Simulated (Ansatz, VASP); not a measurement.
**Two plane-wave programs on BAs**

```xyz
2
Lattice="0.0000 2.6850 1.8983 2.6850 0.0000 1.8983 2.6850 2.6850 0.0000" Properties=species:S:1:pos:R:3 pbc="T T T"
B     0.0000    0.0000    0.0000
As    4.0275    4.0275    2.8474
```

Alike in both runs: task single point; functional r2SCAN; k mesh 12 × 12 × 12; occupations gaussian, width 0.05 eV; no spin polarisation.

|  | VASP | Ansatz |
| --- | --- | --- |
| version | VASP 6.6.1 | Ansatz 0.2.0 |
| potentials or method | VASP PAW PBE potentials, release 64 (B, As), cutoff 520 eV | scalar-relativistic, plane waves, PAW |
| valence electrons in the cell | 8 | 18 |

|  | VASP | Ansatz | Ansatz less VASP |
| --- | --- | --- | --- |
| gap on the k mesh at the Fermi level (eV) | none | none | - |
| pressure (GPa) | -2.7 | -2.8 | -0.13 |
| traceless stress, the component that is largest in VASP (GPa) | 23.67 | 23.72 | +0.052 |

VASP's potentials were made for PBE, not for r2SCAN. A gap of «none» marks a metal or a gap that the smearing closes. VASP's potentials hold 8 valence electrons a cell and Ansatz's 18, so a difference there can come from the potentials and not from the codes.
